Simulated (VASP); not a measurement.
## ZrB: single point with LDA

Crystal: ZrB.

```
Zr B
1.0
     0.00000    2.48113    2.19753
     2.48113    0.00000    2.19753
     2.48113    2.48113    0.00000
Zr B
1 1
Direct
  0.00000 0.00000 0.00000
  0.50000 0.50000 0.50000
```

This cell differs from its parent crystal: volume 13.528 Å^3 an atom, c/a of the conventional cell 0.8857.

```
Program                : VASP 6.6.1
Task                   : single point
Functional             : LDA
Potentials or basis    : VASP PAW LDA potentials, release 64 (Zr_sv, B)
Cutoff                 : 520 eV
k mesh                 : 18 × 18 × 18
Occupations            : gaussian, width 0.15 eV
Spin                   : no spin polarisation
Dipole correction      : no
Further INCAR settings : ALGO = Normal; EDIFF = 1e-06; NBANDS = 14
```

```json
{
 "Pressure": "11.0 GPa"
}
```

Stress tensor (GPa, compression positive):
```
-3.42  0.00  0.00
 0.00 -3.42  0.00
 0.00  0.00 39.73
```

Levels at points of the mesh, in eV from the Fermi level:
```
           k point  band 4  band 5  band 6  band 7  band 8  band 9  band 10  band 11  band 12  band 13
(0.00, 0.00, 0.00)  -24.84   -8.18    1.34    1.34    2.57    2.69     3.27     3.27     3.40     4.17
(0.50, 0.00, 0.00)  -24.91   -4.10   -3.71   -1.66   -1.39    4.74     5.69     6.86     7.76    11.18
(0.50, 0.50, 0.00)  -25.20   -6.27   -1.19    0.52    1.68    1.68     5.13     6.06     6.06    10.57
(0.50, 0.00, 0.50)  -24.97   -6.36   -1.02   -0.97    2.22    2.97     4.54     5.65     6.51     9.10
```

It took 100 s on 1 thread of Intel(R) Xeon(R) Platinum 8488C (Sapphire Rapids), on a shared host, peak memory 0.3 GiB.
